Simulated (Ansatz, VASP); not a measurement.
# CdTe: VASP beside Ansatz

```xyz
2
Lattice="0.0000 3.3095 3.3095 3.3095 0.0000 3.3095 3.3095 3.3095 0.0000" Properties=species:S:1:pos:R:3 pbc="T T T"
Cd    0.0000    0.0000    0.0000
Te    1.6547    1.6547    1.6547
```

Alike in both runs: functional PBE; k mesh 10 × 10 × 10; occupations gaussian, width 0.02 eV; no spin polarisation.

Ansatz relaxed the structure, and its values are those at the end. VASP's run is a single point on that final structure, the one shown.

```csv
,VASP,Ansatz
version,VASP 6.6.1,Ansatz 0.2.0
potentials or method,"VASP PAW PBE potentials, release 64 (Cd, Te), cutoff 500 eV","scalar-relativistic, plane waves, PAW"
valence electrons in the cell,18,36
```

```csv
,VASP,Ansatz,Ansatz less VASP
gap on the k mesh at the Fermi level (eV),0.58,0.58,+0.001
least direct gap on the mesh (eV),0.58,0.58,+0.001
pressure (GPa),0.1,0.0,-0.10
```

The functional is the same, so the differences come from potentials, cutoffs and numerics. VASP's potentials hold 18 valence electrons a cell and Ansatz's 36, so a difference there can come from the potentials and not from the codes.

Neither program's run includes spin-orbit coupling.
